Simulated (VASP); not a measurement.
Input of a VASP 6.6.1 run:

The input POSCAR:

```
MgTe
1.0
    4.6092534900      0.0000000000      0.0000000000
   -2.3046267400      3.9917306100      0.0000000000
    0.0000000000      0.0000000000      7.5042199000
Mg Te
2 2
Direct
    0.3333333300      0.6666666700      0.0043523900
    0.6666666700      0.3333333300      0.5043523900
    0.3333333300      0.6666666700      0.3806476100
    0.6666666700      0.3333333300      0.8806476100
```

File INCAR.step1:

```
ALGO = Normal ; EDIFF = 1E-5
EDIFFG = -0.01 ; ENCUT = 580
GGA = PE ; GGA_COMPAT = False
IBRION = 2 ; ISMEAR = -1
LASPH = True ; LCHARG = False
LREAL = False ; LWAVE = True
NELM = 120 ; NELMIN = 4
NSW = 100 ; PREC = Accurate
SIGMA = 0.02
```

The input INCAR.step2:

```
ALGO = Normal ; EDIFF = 1E-7
EDIFFG = -0.01 ; ENCUT = 580
GGA_COMPAT = False ; IBRION = 2
ISIF = 2 ; ISMEAR = -1
ISTART = 1 ; LASPH = True
LCHARG = False ; LMIXTAU = True
LREAL = False ; LWAVE = False
METAGGA = R2SCAN ; NELM = 120
NELMIN = 4 ; NSW = 50
PREC = Accurate ; SIGMA = 0.02
```

Contents of KPOINTS:

```
k-points
0
Gamma
  6 6 4
```

Potentials or basis: VASP PAW PBE potentials, release 64 (Mg, Te).

The run is started by

```bash
$ cat potpaw_PBE.64/Mg/POTCAR potpaw_PBE.64/Te/POTCAR > POTCAR
$ cp INCAR.step1 INCAR
$ mpirun -np 1 vasp_std > vasp.out
$ cp INCAR.step2 INCAR
$ mpirun -np 1 vasp_std > vasp.out
```

**Question.** What does it give for the band gap on the k mesh?

**Answer.** 3.04 eV.

Final structure:
```cif
data_structure
_symmetry_space_group_name_H-M 'P 1'
_symmetry_Int_Tables_number 1
_cell_length_a 4.6093
_cell_length_b 4.6093
_cell_length_c 7.5042
_cell_angle_alpha 90.000
_cell_angle_beta 90.000
_cell_angle_gamma 120.000
_cell_volume 138.07
loop_
_atom_site_label
_atom_site_type_symbol
_atom_site_fract_x
_atom_site_fract_y
_atom_site_fract_z
_atom_site_occupancy
Mg1 Mg 0.33333 0.66667 0.00435 1
Mg2 Mg 0.66667 0.33333 0.50435 1
Te1 Te 0.33333 0.66667 0.38065 1
Te2 Te 0.66667 0.33333 0.88065 1
```

Caveat: spin-orbit coupling is left out, which moves the levels of the heavy elements. r2SCAN opens gaps a little over a GGA but as a rule still falls short of measured ones.
